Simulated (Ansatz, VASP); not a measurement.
## Two plane-wave programs on Na

Contents of INCAR:

```
SYSTEM = Na
ALGO     = Fast           ! electronic algorithm
EDIFF    = 1E-6           ! SCF threshold, eV
ENCUT    = 520            ! plane-wave cutoff, eV
GGA      = CA             ! functional
ISIF     = 2              ! what is computed and relaxed
ISMEAR   = 0              ! smearing method
LASPH    = .TRUE.         ! aspherical terms in the spheres
LCHARG   = .FALSE.        ! write CHGCAR
LREAL    = .FALSE.        ! projectors in reciprocal space
LWAVE    = .FALSE.        ! write WAVECAR
NBANDS   = 10             ! bands
NELM     = 80             ! most SCF steps
PREC     = Accurate       ! precision mode
SIGMA    = 0.15           ! smearing width, eV
```

The input KPOINTS:

```
k-points
0
G
  8 8 8
  0 0 0
```

POSCAR

```
Na
1.0
    7.0233428623      0.0000000000      0.1316876787
    0.0000000000      7.0233428623      0.0000000000
    0.1316876787      0.0000000000      7.0233428623
Na
1
Direct
    0.0000000000      0.0000000000      0.0000000000
```

Input for Ansatz:

```yaml
crystal:
  lattice:
    - [7.0233428623, 0.0, 0.1316876787]
    - [0.0, 7.0233428623, 0.0]
    - [0.1316876787, 0.0, 7.0233428623]
  atoms:
    - { symbol: Na, position: [0.0, 0.0, 0.0] }
basis:
  ecutwfc: 420
kpoints:
  mp_grid: { grid: [8, 8, 8] }
hamiltonian:
  xc: lda
scf:
  occupations: { method: gaussian, width: 0.15 }
output:
  forces: true
  stress: true
  eigenvalues: true
```

Change from the starting cell: strain +0.0375 x Voigt [0, 0, 0, 0, 1, 0], atoms carried along.

Alike in both runs: task single point; functional LDA; k mesh 8 × 8 × 8; occupations gaussian, width 0.15 eV; no spin polarisation.

|  | VASP | Ansatz |
| --- | --- | --- |
| version | VASP 6.6.1 | Ansatz 0.2.0 |
| potentials or method | VASP PAW LDA potentials, release 64 (Na_pv), cutoff 520 eV | scalar-relativistic, plane waves, PAW |
| valence electrons in the cell | 7 | 9 |

|  | VASP | Ansatz | Ansatz less VASP |
| --- | --- | --- | --- |
| gap on the k mesh at the Fermi level (eV) | none | none | - |
| pressure (GPa) | -0.1 | -0.1 | 0.00 |

LDA's correlation is that of Perdew and Zunger in VASP and of Perdew and Wang (1992) in Ansatz. A gap of «none» marks a metal or a gap that the smearing closes. VASP's potentials hold 7 valence electrons a cell and Ansatz's 9, so a difference there can come from the potentials and not from the codes.
